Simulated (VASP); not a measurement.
# AlAs (v.bB) (F-43m) in VASP: further runs

The runs below take AlAs (v.bB) through single point, relaxation of cell and atoms, with PBE.

Program: VASP 6.6.1. These are calculated values, not measurements. Logs are shortened: lines on timing, memory, paths and dates and some standing lists are left out, and cuts for length are marked.

## Step 1: The cell of the first run

It takes space group F-43m (No. 216, cubic). Conventional cell: a = 5.680 Å, b = 5.680 Å, c = 5.680 Å, α = 90.00°, β = 90.00°, γ = 90.00°. Within 3.2 Å of Al (site symmetry -43m) lie 4 As at 2.46 Å. As (site symmetry -43m) has 4 Al at 2.46 Å within 3.2 Å.

## Step 2: Single point, PBE

Contents of INCAR:

```
SYSTEM = AlAs
PREC = Accurate
ENCUT = 500
EDIFF = 1E-6
ISMEAR = 0
SIGMA = 0.1
LREAL = .False.
LASPH = .True.
NELM = 120
ALGO = Normal
ISIF = 2
LWAVE = .False.
LCHARG = .True.
GGA = PE
LELF = .True.
LVHAR = .True.
NBANDS = 11
GGA_COMPAT = .False.
```

Contents of KPOINTS:

```
regular mesh
0
Gamma
  6 6 6
  0 0 0
```

Contents of POSCAR:

```
AlAs
1.0
    0.0000000000      2.8400000000      2.8400000000
    2.8400000000      0.0000000000      2.8400000000
    2.8400000000      2.8400000000      0.0000000000
Al As
1 1
Direct
    0.0000000000      0.0000000000      0.0000000000
    0.2500000000      0.2500000000      0.2500000000
```

Potentials or basis: VASP PAW PBE potentials, release 64 (Al, As).

Run with:

```bash
> cat potpaw_PBE.64/Al/POTCAR potpaw_PBE.64/As/POTCAR > POTCAR
> mpirun -np 1 vasp_std > vasp.out
```

OUTCAR:

```text
SYSTEM = AlAs
   PREC = Accurate
   ENCUT = 500
   EDIFF = 1E-6
   ISMEAR = 0
   LREAL = .False.
   LASPH = .True.
   NELM = 120
   ISIF = 2
   GGA = PE

 ion  position               nearest neighbor table
   1  0.000  0.000  0.000-   2 2.46   2 2.46   2 2.46   2 2.46
   2  0.250  0.250  0.250-   1 2.46   1 2.46   1 2.46   1 2.46

  LATTYP: Found a face centered cubic cell.
 ALAT       =     5.6800000000

  Lattice vectors:

 A1 = (   0.0000000000,   2.8400000000,   2.8400000000)
 A2 = (   2.8400000000,   0.0000000000,   2.8400000000)
 A3 = (   2.8400000000,   2.8400000000,   0.0000000000)

Analysis of symmetry for initial positions (statically):
=====================================================================
 Subroutine PRICEL returns:
 Original cell was already a primitive cell.

 Routine SETGRP: Setting up the symmetry group for a
 face centered cubic supercell.

 Subroutine GETGRP returns: Found 24 space group operations
 (whereof 24 operations were pure point group operations)
 out of a pool of 48 trial point group operations.

The static configuration has the point symmetry T_d .

Analysis of symmetry for dynamics (positions and initial velocities):
=====================================================================
 Subroutine PRICEL returns:
 Original cell was already a primitive cell.

 Routine SETGRP: Setting up the symmetry group for a
 face centered cubic supercell.

 Subroutine GETGRP returns: Found 24 space group operations
 (whereof 24 operations were pure point group operations)
 out of a pool of 48 trial point group operations.

The dynamic configuration has the point symmetry T_d .

 Subroutine INISYM returns: Found 24 space group operations
 (whereof 24 operations are pure point group operations),
 and found     1 'primitive' translations

----------------------------------------------------------------------------------------

                                     Primitive cell

  volume of cell :      45.8126

  direct lattice vectors                    reciprocal lattice vectors
     0.000000000  2.840000000  2.840000000    -0.176056338  0.176056338  0.176056338
     2.840000000  0.000000000  2.840000000     0.176056338 -0.176056338  0.176056338
     2.840000000  2.840000000  0.000000000     0.176056338  0.176056338 -0.176056338

  length of vectors
     4.016366517  4.016366517  4.016366517     0.304938522  0.304938522  0.304938522

  position of ions in fractional coordinates (direct lattice)
     0.000000000  0.000000000  0.000000000
     0.250000000  0.250000000  0.250000000

  ion indices of the primitive-cell ions
   primitive index   ion index
                 1           1
                 2           2

----------------------------------------------------------------------------------------

 KPOINTS: regular mesh

Automatic generation of k-mesh.
 Grid dimensions read from file:
 generate k-points for:    6    6    6

 Generating k-lattice:

  Cartesian coordinates                     Fractional coordinates (reciprocal lattice)
    -0.029342723  0.029342723  0.029342723     0.166666667  0.000000000  0.000000000
     0.029342723 -0.029342723  0.029342723     0.000000000  0.166666667  0.000000000
     0.029342723  0.029342723 -0.029342723     0.000000000  0.000000000  0.166666667

  Length of vectors
     0.050823087  0.050823087  0.050823087

  Shift w.r.t. Gamma in fractional coordinates (k-lattice)
     0.000000000  0.000000000  0.000000000

 Subroutine IBZKPT returns following result:
 ===========================================

 Found     16 irreducible k-points:

 Following reciprocal coordinates:
            Coordinates               Weight
  0.000000  0.000000  0.000000      1.000000
  0.166667  0.000000  0.000000      8.000000
  0.333333  0.000000  0.000000      8.000000
  0.500000  0.000000  0.000000      4.000000
  0.166667  0.166667  0.000000      6.000000
  0.333333  0.166667  0.000000     24.000000
[... 8 lines left out ...]
 -0.333333  0.333333  0.166667     24.000000
 -0.333333  0.500000  0.166667     12.000000
   k-points           NKPTS =     16   k-points in BZ     NKDIM =     16   number of bands    NBANDS=     11
   number of dos      NEDOS =    301   number of ions     NIONS =      2
   total plane-waves  NPLWV =  27000
   dimension x,y,z NGX =    30 NGY =   30 NGZ =   30
   dimension x,y,z NGXF=    60 NGYF=   60 NGZF=   60
   ions per type =               1   1
   NGX,Y,Z   is equivalent  to a cutoff of  12.42, 12.42, 12.42 a.u.
   NGXF,Y,Z  is equivalent  to a cutoff of  24.84, 24.84, 24.84 a.u.
 SYSTEM =  AlAs
   PREC   = accura    normal or accurate (medium, high low for compatibility)
   ISTART =      0    job   : 0-new  1-cont  2-samecut
   ICHARG =      2    charge: 1-file 2-atom 10-const
   ISPIN  =      1    spin polarized calculation?
   LNONCOLLINEAR =      F non collinear calculations
   LSORBIT =      F    spin-orbit coupling
   LASPH  =      T    aspherical Exc in radial PAW
   ENCUT  =  500.0 eV  36.75 Ry    6.06 a.u.   7.32  7.32  7.32*2*pi/ulx,y,z
   NELM   =    120;   NELMIN=  2; NELMDL= -5     # of ELM steps
   EDIFF  = 0.1E-05   stopping-criterion for ELM
   LREAL  =      F    real-space projection
   EDIFFG = 0.1E-04   stopping-criterion for IOM
   NSW    =      0    number of steps for IOM
   IBRION =     -1    ionic relax: 0-MD 1-quasi-New 2-CG
   NFREE  =      0    steps in history (QN), initial steepest desc. (CG)
   ISIF   =      2    stress and relaxation
   ISYM   =      2    0-nonsym 1-usesym 2-fastsym
   POTIM  = 0.5000    time-step for ionic-motion
   TEBEG  =    0.0;   TEEND  =   0.0 temperature during run
   PSTRESS=    0.0 pullay stress
   NELECT =       8.0000    total number of electrons
   NUPDOWN=      -1.0000    fix difference up-down
   EMIN   =  10.00;   EMAX   =-10.00  energy-range for DOS
   EFERMI =   0.00;   METHOD = LEGACY
   ISMEAR =     0;   SIGMA  =   0.10  broadening in eV -4-tet -1-fermi 0-gaus
   EFERMI_NEDOS =   21; number of points for ismear=-14 and -15
   IALGO  =     38    algorithm
   IMIX   =      4    mixing-type and parameters
     AMIX     =   0.40;   BMIX     =  1.00
     AMIX_MAG =   1.60;   BMIX_MAG =  1.00
  volume/ion in A,a.u.               =      22.91       154.58
  Fermi-wavevector in a.u.,A,eV,Ry     =   0.915046  1.729187 11.392295  0.837310
  Thomas-Fermi vector in A             =   2.039743
   LORBIT       =      0    0 simple, 1 ext, 2 COOP (PROOUT), +10 PAW based schemes
   GGA     = PE    functional components
   LHFCALC =     F    Hartree Fock is set to
   AEXX    =    0.0000 exact exchange contribution
   IVDW    =     0    specifies the selected vdW correction
   LEPSILON=     F    determine dielectric tensor
   LRPA    =     F    only Hartree local field effects (RPA)
 non-spin polarized calculation
 Gauss-broadening in eV      SIGMA  =   0.10
  energy-cutoff  :      500.00
  volume of cell :       45.81
 maximum number of plane-waves:      1211
 NGX is ok and might be reduce to    30
   NGX = 15   NGY = 15   NGZ = 15

 number of electron       7.9999999 magnetization

 Free energy of the ion-electron system (eV)
  ---------------------------------------------------
  ext. energy  EPLUGINS =         0.00000000
  ---------------------------------------------------
  free energy    TOTEN  =        -9.36981314 eV

  energy without entropy =       -9.36981314  energy(sigma->0) =       -9.36981314

 E-fermi :   4.2700     XC(G=0):  -8.9995

 val. band max:        3.8086496491   @ k =   0.0000   0.0000   0.0000
 cond. band min:       5.2576798162   @ k =   0.5000   0.5000   0.0000
 fundamental gap:      1.4490301670
 Fermi energy:         4.2700422199

 k-point     1 :       0.0000    0.0000    0.0000
  band No.  band energies     occupation
      1      -7.9995      2.00000
      2       3.8086      2.00000
      3       3.8086      2.00000
      4       3.8086      2.00000
      5       5.7881      0.00000
      6       8.0748      0.00000
      7       8.0748      0.00000
      8       8.0748      0.00000
      9      12.6225      0.00000
     10      12.7968      0.00000
     11      12.7968      0.00000

 k-point     2 :       0.1667    0.0000    0.0000
  band No.  band energies     occupation
      1      -7.7346      2.00000
      2       1.7181      2.00000
      3       3.5478      2.00000
      4       3.5478      2.00000
      5       6.5814      0.00000
      6       8.5079      0.00000
      7       8.5079      0.00000
      8       8.9573      0.00000
      9      12.0234      0.00000
     10      12.0234      0.00000
     11      13.5059      0.00000

 k-point     3 :       0.3333    0.0000    0.0000
  band No.  band energies     occupation
      1      -7.0655      2.00000
      2      -0.6551      2.00000
      3       3.1503      2.00000
      4       3.1503      2.00000
      5       6.1368      0.00000
      6       8.6536      0.00000
      7       8.6536      0.00000
      8      11.2613      0.00000
      9      12.8219      0.00000
     10      12.8219      0.00000
     11      13.1272      0.00000

 k-point     4 :       0.5000    0.0000    0.0000
  band No.  band energies     occupation
      1      -6.6009      2.00000
      2      -1.7208      2.00000
      3       2.9898      2.00000
      4       2.9898      2.00000
      5       5.9117      0.00000
      6       8.4776      0.00000
      7       8.4776      0.00000
      8      11.5380      0.00000
      9      14.9202      0.00000
     10      15.3198      0.00000
     11      15.3198      0.00000

 k-point     5 :       0.1667    0.1667    0.0000
  band No.  band energies     occupation
      1      -7.6451      2.00000
      2       1.8023      2.00000
      3       3.0332      2.00000
      4       3.0332      2.00000
      5       7.0801      0.00000
      6       7.6826      0.00000
      7       9.3922      0.00000
      8       9.3922      0.00000
      9      10.7233      0.00000
     10      13.2810      0.00000
     11      14.4048      0.00000
[... 99 lines left out ...]
 k-point    13 :       0.5000    0.5000    0.0000
  band No.  band energies     occupation
      1      -6.0592      2.00000
      2      -1.5909      2.00000
      3       1.6559      2.00000
      4       1.6559      2.00000
      5       5.2577      0.00000
      6       6.0977      0.00000
      7      14.0631      0.00000
      8      14.0631      0.00000
      9      15.4735      0.00000
     10      16.3068      0.00000
     11      16.3068      0.00000

 k-point    14 :       0.5000    0.3333    0.1667
  band No.  band energies     occupation
      1      -6.5476      2.00000
      2      -0.8084      2.00000
      3       1.1161      2.00000
      4       2.1781      2.00000
      5       7.4680      0.00000
      6       8.3201      0.00000
      7       8.9435      0.00000
      8      11.6799      0.00000
      9      13.0208      0.00000
     10      14.4522      0.00000
     11      16.7501      0.00000

 k-point    15 :      -0.3333    0.3333    0.1667
  band No.  band energies     occupation
      1      -6.1940      2.00000
      2      -1.2864      2.00000
      3       0.6686      2.00000
      4       1.8035      2.00000
      5       7.7300      0.00000
      6       8.3691      0.00000
      7      10.4713      0.00000
      8      11.1836      0.00000
      9      12.1081      0.00000
     10      15.2326      0.00000
     11      16.5046      0.00000

 k-point    16 :      -0.3333    0.5000    0.1667
  band No.  band energies     occupation
      1      -6.0360      2.00000
      2      -1.3587      2.00000
      3       0.9053      2.00000
      4       1.1491      2.00000
      5       6.9779      0.00000
      6       7.9010      0.00000
      7      10.8888      0.00000
      8      11.5841      0.00000
      9      14.3307      0.00000
     10      16.0254      0.00000
     11      16.3070      0.00000

------------------------ aborting loop because EDIFF is reached ----------------------------------------

  FORCE on cell =-STRESS in cart. coord.  units (eV):
  Direction    XX          YY          ZZ          XY          YZ          ZX
  --------------------------------------------------------------------------------------
  -------------------------------------------------------------------------------------
  Total        0.5725890      0.5725890      0.5725890     -0.0000000      0.0000000     -0.0000000
  in kB       20.0248165     20.0248165     20.0248165     -0.0000000      0.0000000     -0.0000000
  external PRESSURE =      20.0248165 kB  Pullay stress =       0.0000000 kB

 VOLUME and BASIS-vectors are now :
 -----------------------------------------------------------------------------
  energy-cutoff  :      500.00
  volume of cell :       45.81
      direct lattice vectors                 reciprocal lattice vectors
     0.000000000  2.840000000  2.840000000    -0.176056338  0.176056338  0.176056338
     2.840000000  0.000000000  2.840000000     0.176056338 -0.176056338  0.176056338
     2.840000000  2.840000000  0.000000000     0.176056338  0.176056338 -0.176056338

 POSITION                                       TOTAL-FORCE (eV/Angst)
 -----------------------------------------------------------------------------------
      0.00000      0.00000      0.00000        -0.000000     -0.000000     -0.000000
      1.42000      1.42000      1.42000         0.000000      0.000000      0.000000
 -----------------------------------------------------------------------------------
    total drift:                               -0.000000     -0.000000     -0.000000

  FREE ENERGIE OF THE ION-ELECTRON SYSTEM (eV)
  ---------------------------------------------------
  free  energy   TOTEN  =        -9.3698131398 eV

  energy  without entropy=       -9.3698131398  energy(sigma->0) =       -9.36981314
```

Wall time 16 s (1 thread of Intel Xeon 8259CL, shared host); peak memory 0.16 GiB.

What came out:

- Free energy: -9.3698 eV
- Pressure: 2.0 GPa
- Band gap on the k mesh: 1.45 eV, indirect (least direct gap 1.98 eV)

A k mesh can miss the band edges. Expect the measured gap to be larger: semilocal functionals such as PBE lack the derivative discontinuity.

(Part 1 of 2 ends here.)
